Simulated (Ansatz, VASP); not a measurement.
## One calculation of HfSiO4, two programs

Contents of INCAR:

```
SYSTEM = HfSiO4
PREC     = Accurate       ! precision mode
ENCUT    = 520            ! plane-wave cutoff, eV
EDIFF    = 1E-7           ! SCF threshold, eV
ISMEAR   = 0              ! smearing method
SIGMA    = 0.1            ! smearing width, eV
LREAL    = .False.        ! projectors in reciprocal space
LASPH    = .True.         ! aspherical terms in the spheres
NELM     = 100            ! most SCF steps
ALGO     = Normal         ! electronic algorithm
ISIF     = 2              ! what is computed and relaxed
LWAVE    = .False.        ! write WAVECAR
LCHARG   = .False.        ! write CHGCAR
GGA      = PE             ! functional
NBANDS   = 28             ! bands
```

Contents of KPOINTS:

```
Automatic mesh
0
Gamma
  4 4 4
  0 0 0
```

Contents of POSCAR:

```
HfSiO4
1.0
    0.0000000000      3.5654508900      4.2333455700
    2.6620012400      0.0000000000      4.2333455700
    2.6620012400      3.5654508900      0.0000000000
Hf Si O
1 1 4
Direct
    0.2500000000      0.2500000000      0.2500000000
    0.5000000000      0.5000000000      0.5000000000
    0.2471317500      0.7528682500      0.7528682500
    0.7528682500      0.2471317500      0.2471317500
    0.2097863200      0.2097863200      0.7902136800
    0.7902136800      0.7902136800      0.2097863200
```

Input for Ansatz:

```yaml
crystal:
  lattice:
    - [0.0, 3.56545089, 4.23334557]
    - [2.66200124, 0.0, 4.23334557]
    - [2.66200124, 3.56545089, 0.0]
  atoms:
    - { symbol: Hf, position: [0.25, 0.25, 0.25] }
    - { symbol: Si, position: [0.5, 0.5, 0.5] }
    - { symbol: O, position: [0.24713175, 0.75286825, 0.75286825] }
    - { symbol: O, position: [0.75286825, 0.24713175, 0.24713175] }
    - { symbol: O, position: [0.20978632, 0.20978632, 0.79021368] }
    - { symbol: O, position: [0.79021368, 0.79021368, 0.20978632] }
basis:
  ecutwfc: 420
kpoints:
  mp_grid: { grid: [4, 4, 4] }
hamiltonian:
  xc: pbe
scf:
  occupations: { method: gaussian, width: 0.1 }
  lower_state_search: "off"
output:
  forces: true
  stress: true
  eigenvalues: true
```

Alike in both runs: task single point; functional PBE; k mesh 4 × 4 × 4; occupations gaussian, width 0.1 eV; no spin polarisation.

|  | VASP | Ansatz |
| --- | --- | --- |
| version | VASP 6.6.1 | Ansatz 0.2.0 |
| potentials or method | VASP PAW PBE potentials, release 64 (Hf_pv, Si, O), cutoff 520 eV | scalar-relativistic, plane waves, PAW |
| valence electrons in the cell | 38 | 54 |

|  | VASP | Ansatz | Ansatz less VASP |
| --- | --- | --- | --- |
| gap on the k mesh at the Fermi level (eV) | none | none | - |
| pressure (GPa) | 25.8 | 27.3 | +1.53 |
| traceless stress, the component that is largest in VASP (GPa) | 79.43 | 80.50 | +1.067 |
| rms of the force components (eV/Å) | 5.440 | 5.536 | +0.0954 |

Atom by atom the forces differ by 0.101 eV/Å (rms over components). A gap of «none» marks a metal or a gap that the smearing closes. VASP's potentials hold 38 valence electrons a cell and Ansatz's 54, so a difference there can come from the potentials and not from the codes.

The k mesh is coarse, so the values compare programs but aren't converged. Spin-orbit coupling is off throughout.
